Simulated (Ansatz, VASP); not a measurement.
# LaAg2Ge2: VASP beside Ansatz

```
La Ag Ge
1.0
    -2.14271    2.14271    5.34249
     2.14271   -2.14271    5.34249
     2.14271    2.14271   -5.34249
La Ag Ge
1 2 2
Cartesian
  0.0000 0.0000 0.0000
  0.0000 2.1427 2.6712
  2.1427 0.0000 2.6712
  0.0000 0.0000 4.1288
  0.0000 0.0000 6.5561
```

Alike in both runs: functional LDA; k mesh 12 × 12 × 12; occupations gaussian, width 0.1 eV; no spin polarisation.

Ansatz relaxed the structure, and its values are those at the end. VASP's run is a single point on that final structure, the one shown.

```csv
,VASP,Ansatz
version,VASP 6.6.1,Ansatz 0.2.0
potentials or method,"VASP PAW LDA potentials, release 64 (La, Ag, Ge_d), cutoff 520 eV","scalar-relativistic, plane waves, PAW"
valence electrons in the cell,61,77
```

VASP gave:

* gap on the k mesh at the Fermi level (eV): none
* pressure (GPa): 0.1
* rms of the force components (eV/Å): 0.007

Task: Which values does Ansatz return?

Result: gap on the k mesh at the Fermi level (eV): none; pressure (GPa): 0.0; rms of the force components (eV/Å): 0.001.

LDA's correlation is that of Perdew and Zunger in VASP and of Perdew and Wang (1992) in Ansatz. A gap of «none» marks a metal or a gap that the smearing closes. VASP's potentials hold 61 valence electrons a cell and Ansatz's 77, so a difference there can come from the potentials and not from the codes.

Spin-orbit coupling is off throughout.
